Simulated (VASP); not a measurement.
Input of a VASP 6.6.1 run:

File INCAR:

```
SYSTEM = Ti
ALGO = Fast ; EDIFF = 1E-7
ENCUT = 520 ; GGA = PS
ISIF = 2 ; ISMEAR = 0
LASPH = .True. ; LCHARG = .False.
LREAL = .False. ; LWAVE = .False.
NBANDS = 12 ; NELM = 100
PREC = Accurate ; SIGMA = 0.15
```

File KPOINTS:

```
k-points
0
Gamma
  20 20 20
  0 0 0
```

The input POSCAR:

```
Ti
1.0
   -1.6902300000      1.6902300000      1.5917700000
    1.6902300000     -1.6902300000      1.5917700000
    1.6902300000      1.6902300000     -1.5917700000
Ti
1
Direct
    0.0000000000      0.0000000000      0.0000000000
```

Potentials or basis: VASP PAW PBE potentials, release 64 (Ti_sv).

Launch:

```sh
$ cat potpaw_PBE.64/Ti_sv/POTCAR > POTCAR
$ mpirun -np 1 vasp_std > vasp.out
```

**Question.** Predict the band gap on the k mesh.

**Answer.** Zero (band 6 reaches 8.43 eV, above the bottom of band 7 at 6.86 eV).

**Question.** Predict the pressure.

**Answer.** -9.2 GPa.

Stress tensor (GPa, compression positive):
```
 -8.54   0.00   0.00
  0.00  -8.54   0.00
  0.00   0.00 -10.43
```

Caveat: the cell differs from its parent crystal (strain +0.030 along x and y, -0.030 along z); the PAW data sets were made with another functional, which shifts forces and pressure a little.
